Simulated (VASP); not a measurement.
# C (I4/mmm) in VASP: single point with PBE

Aim: the single point of C with PBE.

Program: VASP 6.6.1. These are calculated values, not measurements. Logs are shortened: lines on timing, memory, paths and dates and some standing lists are left out, and cuts for length are marked.

## 1. The cell of the first run

It takes space group I4/mmm (No. 139, tetragonal). Conventional cell: a = 2.395 Å, b = 2.395 Å, c = 2.347 Å, α = 90.00°, β = 90.00°, γ = 90.00°. C (site symmetry 4/mmm) has 14 C at 2.06 to 2.39 Å within 2.7 Å.

## 2. Single point, PBE

The input, INCAR:

```
SYSTEM = C
PREC = Accurate
ENCUT = 520
EDIFF = 1E-7
ISMEAR = 0
SIGMA = 0.1
LREAL = .FALSE.
LASPH = .TRUE.
NELM = 80
ALGO = Normal
ISIF = 2
LWAVE = .FALSE.
LCHARG = .FALSE.
GGA = PE
NBANDS = 8
```

The input, KPOINTS:

```
regular mesh
0
G
  12 12 12
  0 0 0
```

The input, POSCAR:

```
C
1.0
   -1.1972885009      1.1735765125      1.1973238068
    1.1972885009     -1.1735765125      1.1973238068
    1.1972885009      1.1735765125     -1.1973238068
C
1
Direct
    0.0000000000      0.5000000000      0.5000000000
```

Potentials or basis: VASP PAW PBE potentials, release 64 (C).

Command:

```console
$ cat potpaw_PBE.64/C/POTCAR > POTCAR
$ mpirun -np 1 vasp_std > vasp.out
```

OUTCAR:

```text
SYSTEM = C
   PREC = Accurate
   ENCUT = 520
   EDIFF = 1E-7
   ISMEAR = 0
   LREAL = .FALSE.
   LASPH = .TRUE.
   NELM = 80
   ISIF = 2
   GGA = PE

 ion  position               nearest neighbor table
   1  0.000  0.500  0.500-

  LATTYP: Found a body centered orthorhombic cell.
 ALAT       =     2.3471530250
 B/A-ratio  =     1.0202048935
 C/A-ratio  =     1.0202349775

  Lattice vectors:

 A1 = (   1.1972885009,  -1.1735765125,  -1.1973238068)
 A2 = (  -1.1972885009,   1.1735765125,  -1.1973238068)
 A3 = (   1.1972885009,   1.1735765125,   1.1973238068)

Analysis of symmetry for initial positions (statically):
=====================================================================
 Subroutine PRICEL returns:
 Original cell was already a primitive cell.

 Routine SETGRP: Setting up the symmetry group for a
 body centered orthorhombic supercell.

 Subroutine GETGRP returns: Found  8 space group operations
 (whereof  8 operations were pure point group operations)
 out of a pool of  8 trial point group operations.

The static configuration has the point symmetry D_2h.

Analysis of symmetry for dynamics (positions and initial velocities):
=====================================================================
 Subroutine PRICEL returns:
 Original cell was already a primitive cell.

 Routine SETGRP: Setting up the symmetry group for a
 body centered orthorhombic supercell.

 Subroutine GETGRP returns: Found  8 space group operations
 (whereof  8 operations were pure point group operations)
 out of a pool of  8 trial point group operations.

The dynamic configuration has the point symmetry D_2h.

 Subroutine INISYM returns: Found  8 space group operations
 (whereof  8 operations are pure point group operations),
 and found     1 'primitive' translations

----------------------------------------------------------------------------------------

                                     Primitive cell

  volume of cell :       6.7295

  direct lattice vectors                    reciprocal lattice vectors
    -1.197288501  1.173576512  1.197323807     0.000000000  0.426048063  0.417597977
     1.197288501 -1.173576512  1.197323807     0.417610292  0.000000000  0.417597977
     1.197288501  1.173576512 -1.197323807     0.417610292  0.426048063  0.000000000

  length of vectors
     2.060185886  2.060185886  2.060185886     0.596577759  0.590581431  0.596586379

  position of ions in fractional coordinates (direct lattice)
     0.000000000  0.500000000  0.500000000

  ion indices of the primitive-cell ions
   primitive index   ion index
                 1           1

----------------------------------------------------------------------------------------

 KPOINTS: regular mesh

Automatic generation of k-mesh.
 Grid dimensions read from file:
 generate k-points for:   12   12   12

 Generating k-lattice:

  Cartesian coordinates                     Fractional coordinates (reciprocal lattice)
     0.000000000  0.035504005  0.034799831     0.083333333 -0.000000000  0.000000000
     0.034800858  0.000000000  0.034799831    -0.000000000  0.083333333  0.000000000
     0.034800858  0.035504005  0.000000000     0.000000000 -0.000000000  0.083333333

  Length of vectors
     0.049714813  0.049215119  0.049715532

  Shift w.r.t. Gamma in fractional coordinates (k-lattice)
     0.000000000  0.000000000  0.000000000

 Subroutine IBZKPT returns following result:
 ===========================================

 Found    280 irreducible k-points:

 Following reciprocal coordinates:
            Coordinates               Weight
  0.000000  0.000000  0.000000      1.000000
  0.083333  0.000000 -0.000000      4.000000
  0.166667  0.000000 -0.000000      4.000000
  0.250000  0.000000 -0.000000      4.000000
  0.333333  0.000000 -0.000000      4.000000
  0.416667  0.000000 -0.000000      4.000000
[... 16 lines left out ...]
  0.250000  0.166667 -0.000000      8.000000
  0.333333  0.166667 -0.000000      8.000000
 [... further k-points ...]
   k-points           NKPTS =    280   k-points in BZ     NKDIM =    280   number of bands    NBANDS=      8
   number of dos      NEDOS =    301   number of ions     NIONS =      1
   total plane-waves  NPLWV =   4096
   dimension x,y,z NGX =    16 NGY =   16 NGZ =   16
   dimension x,y,z NGXF=    32 NGYF=   32 NGZF=   32
   ions per type =               1
   NGX,Y,Z   is equivalent  to a cutoff of  12.91, 12.91, 12.91 a.u.
   NGXF,Y,Z  is equivalent  to a cutoff of  25.82, 25.82, 25.82 a.u.
 SYSTEM =  C
   PREC   = accura    normal or accurate (medium, high low for compatibility)
   ISTART =      0    job   : 0-new  1-cont  2-samecut
   ICHARG =      2    charge: 1-file 2-atom 10-const
   ISPIN  =      1    spin polarized calculation?
   LNONCOLLINEAR =      F non collinear calculations
   LSORBIT =      F    spin-orbit coupling
   LASPH  =      T    aspherical Exc in radial PAW
   ENCUT  =  520.0 eV  38.22 Ry    6.18 a.u.   3.83  3.83  3.83*2*pi/ulx,y,z
   NELM   =     80;   NELMIN=  2; NELMDL= -5     # of ELM steps
   EDIFF  = 0.1E-06   stopping-criterion for ELM
   LREAL  =      F    real-space projection
   EDIFFG = 0.1E-05   stopping-criterion for IOM
   NSW    =      0    number of steps for IOM
   IBRION =     -1    ionic relax: 0-MD 1-quasi-New 2-CG
   NFREE  =      0    steps in history (QN), initial steepest desc. (CG)
   ISIF   =      2    stress and relaxation
   ISYM   =      2    0-nonsym 1-usesym 2-fastsym
   POTIM  = 0.5000    time-step for ionic-motion
   TEBEG  =    0.0;   TEEND  =   0.0 temperature during run
   PSTRESS=    0.0 pullay stress
   NELECT =       4.0000    total number of electrons
   NUPDOWN=      -1.0000    fix difference up-down
   EMIN   =  10.00;   EMAX   =-10.00  energy-range for DOS
   EFERMI =   0.00;   METHOD = LEGACY
   ISMEAR =     0;   SIGMA  =   0.10  broadening in eV -4-tet -1-fermi 0-gaus
   EFERMI_NEDOS =   21; number of points for ismear=-14 and -15
   IALGO  =     38    algorithm
   IMIX   =      4    mixing-type and parameters
     AMIX     =   0.40;   BMIX     =  1.00
     AMIX_MAG =   1.60;   BMIX_MAG =  1.00
  volume/ion in A,a.u.               =       6.73        45.41
  Fermi-wavevector in a.u.,A,eV,Ry     =   1.376473  2.601156 25.778641  1.894677
  Thomas-Fermi vector in A             =   2.501714
   LORBIT       =      0    0 simple, 1 ext, 2 COOP (PROOUT), +10 PAW based schemes
   GGA     = PE    functional components
   LHFCALC =     F    Hartree Fock is set to
   AEXX    =    0.0000 exact exchange contribution
   IVDW    =     0    specifies the selected vdW correction
   LEPSILON=     F    determine dielectric tensor
   LRPA    =     F    only Hartree local field effects (RPA)
 non-spin polarized calculation
 Gauss-broadening in eV      SIGMA  =   0.10
  energy-cutoff  :      520.00
  volume of cell :        6.73
 maximum number of plane-waves:       191
   NGX =  7   NGY =  7   NGZ =  7

 number of electron       4.0000000 magnetization

 Free energy of the ion-electron system (eV)
  ---------------------------------------------------
  ext. energy  EPLUGINS =         0.00000000
  ---------------------------------------------------
  free energy    TOTEN  =        -4.88228094 eV

  energy without entropy =       -4.88072520  energy(sigma->0) =       -4.88150307

 E-fermi :   8.3206     XC(G=0): -13.0887

 val. band max:        8.2885723839   @ k =   0.4167   0.2500   0.1667
 cond. band min:       8.3583053475   @ k =  -0.3333   0.5000   0.3333
 fundamental gap:      0.0697329636
 Fermi energy:         8.3205504010

 k-point     1 :       0.0000    0.0000    0.0000
  band No.  band energies     occupation
      1     -11.1126      2.00000
      2      17.3805      0.00000
      3      17.3805      0.00000
      4      17.4616      0.00000
      5      40.9098      0.00000
      6      41.8427      0.00000
      7      41.8441      0.00000
      8      43.4785      0.00000

 k-point     2 :       0.0833    0.0000   -0.0000
  band No.  band energies     occupation
      1     -10.8010      2.00000
      2      16.6802      0.00000
      3      16.9534      0.00000
      4      17.3242      0.00000
      5      39.3117      0.00000
      6      39.4088      0.00000
      7      42.4833      0.00000
      8      43.4698      0.00000

 k-point     3 :       0.1667    0.0000   -0.0000
  band No.  band energies     occupation
      1      -9.8680      2.00000
      2      14.5286      0.00000
      3      15.9083      0.00000
      4      17.0495      0.00000
      5      35.2486      0.00000
      6      36.5564      0.00000
      7      42.8423      0.00000
      8      43.7278      0.00000

 k-point     4 :       0.2500    0.0000   -0.0000
  band No.  band energies     occupation
      1      -8.3206      2.00000
      2      11.2555      0.00000
      3      14.6891      0.00000
      4      16.6688      0.00000
      5      32.4478      0.00000
      6      34.1250      0.00000
      7      42.7013      0.00000
      8      43.7381      0.00000

 k-point     5 :       0.3333    0.0000   -0.0000
  band No.  band energies     occupation
      1      -6.1731      2.00000
      2       7.4009      2.00000
      3      13.6364      0.00000
      4      16.2823      0.00000
      5      30.8173      0.00000
      6      32.3442      0.00000
      7      43.2559      0.00000
      8      43.9753      0.00000
[... 177 lines left out ...]
 k-point    22 :       0.1667    0.1667   -0.0000
  band No.  band energies     occupation
      1      -7.4462      2.00000
      2      10.8599      0.00000
      3      12.7439      0.00000
      4      15.8635      0.00000
      5      32.9530      0.00000
      6      33.9558      0.00000
      7      42.5546      0.00000
      8      43.2270      0.00000

 k-point    23 :       0.2500    0.1667   -0.0000
  band No.  band energies     occupation
      1      -5.3205      2.00000
      2       8.0052      1.99999
      3      10.7925      0.00000
      4      15.2450      0.00000
      5      32.1621      0.00000
      6      33.5015      0.00000
      7      41.7957      0.00000
      8      44.5349      0.00000

 k-point    24 :       0.3333    0.1667   -0.0000
  band No.  band energies     occupation
      1      -2.6280      2.00000
      2       4.3223      2.00000
      3       9.9022      0.00000
      4      14.8000      0.00000
      5      31.5923      0.00000
      6      33.5686      0.00000
      7      41.1933      0.00000
      8      45.6965      0.00000

 [... further k-points ...]
[... 5 lines left out ...]
  --------------------------------------------------------------------------------------
  -------------------------------------------------------------------------------------
  Total        0.0066617      0.0064917      0.0054237      0.0000000      0.0000000      0.0000000
  in kB        1.5860440      1.5455722      1.2912826      0.0000000      0.0000000      0.0000000
  external PRESSURE =       1.4742996 kB  Pullay stress =       0.0000000 kB

 VOLUME and BASIS-vectors are now :
 -----------------------------------------------------------------------------
  energy-cutoff  :      520.00
  volume of cell :        6.73
      direct lattice vectors                 reciprocal lattice vectors
    -1.197288501  1.173576512  1.197323807     0.000000000  0.426048063  0.417597977
     1.197288501 -1.173576512  1.197323807     0.417610292  0.000000000  0.417597977
     1.197288501  1.173576512 -1.197323807     0.417610292  0.426048063  0.000000000

 POSITION                                       TOTAL-FORCE (eV/Angst)
 -----------------------------------------------------------------------------------
      1.19729      0.00000      0.00000        -0.000000      0.000000      0.000000
 -----------------------------------------------------------------------------------
    total drift:                                0.000000      0.000000      0.000000

  FREE ENERGIE OF THE ION-ELECTRON SYSTEM (eV)
  ---------------------------------------------------
  free  energy   TOTEN  =        -4.8822809420 eV

  energy  without entropy=       -4.8807251973  energy(sigma->0) =       -4.88150307
```

Run time: 6.1 s. Hardware: 1 thread of Intel Xeon Platinum 8259CL at 2.50GHz (Skylake/Cascade Lake), shared host; peak memory 0.11 GiB.

Results:

* Free energy: -4.8823 eV
* Pressure: 0.1 GPa
* Band gap on the k mesh: zero (band 2 reaches 17.38 eV, above the bottom of band 3 at 3.46 eV)
